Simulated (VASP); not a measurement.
A run of VASP 6.6.1:

INCAR

```
SYSTEM = MgC18
ALGO = Normal
EDIFF = 1E-7
ENCUT = 520
GGA = PE
ISIF = 2
ISMEAR = 0
LASPH = .TRUE.
LCHARG = .TRUE.
LELF = .TRUE.
LREAL = Auto
LVHAR = .TRUE.
LWAVE = .FALSE.
NBANDS = 52
NELM = 80
PREC = Accurate
SIGMA = 0.05
```

The input KPOINTS:

```
k-points
0
G
  2 2 1
  0 0 0
```

POSCAR

```
MgC18
1.0
    7.3980000000      0.0000000000      0.0000000000
   -3.6990000000      6.4068560000      0.0000000000
    0.0000000000      0.0000000000     11.0000000000
C Mg
18 1
Direct
   -0.0014172793      0.0018291343      0.0812430000
    0.2211648291      0.1114326590      0.0812212727
   -0.0014194220      0.3351462870      0.0812653636
    0.2211653607      0.4447554307      0.0812632727
   -0.0014181485      0.6684932516      0.0811960000
    0.2211693586      0.7781027075      0.0812550909
    0.3319110374      0.0018299147      0.0811881818
    0.5544974014      0.1114273522      0.0812007273
    0.3319016331      0.3351506574      0.0811889091
    0.5544896961      0.4447593328      0.0811682727
    0.3319172584      0.6684909104      0.0812199091
    0.5544966424      0.7780941229      0.0811891818
    0.6652547453      0.0018233592      0.0812285455
    0.8878362294      0.1114256353      0.0812153636
    0.6652491482      0.3351484722      0.0811816364
    0.8878352031      0.4447534017      0.0812043636
    0.6652462203      0.6684932516      0.0812003636
    0.8878342609      0.7780975567      0.0811960909
    0.7106874040      0.4173942726      0.4609018182
```

Potentials or basis: VASP PAW PBE potentials, release 64 (C, Mg).

Command:

```console
$ cat potpaw_PBE.64/C/POTCAR potpaw_PBE.64/Mg/POTCAR > POTCAR
$ mpirun -np 1 vasp_std > vasp.out
```

Hardware: 1 thread of Intel(R) Xeon(R) Platinum 8259CL CPU @ 2.50GHz (Skylake/Cascade Lake) (shared host).

How long does it take, and how much memory?

Run time: 5.8 min on 1 thread of Intel(R) Xeon(R) Platinum 8259CL CPU @ 2.50GHz (Skylake/Cascade Lake), with other jobs on the host, peak memory 0.56 GiB. Counts: scf iterations 21, k points 4.
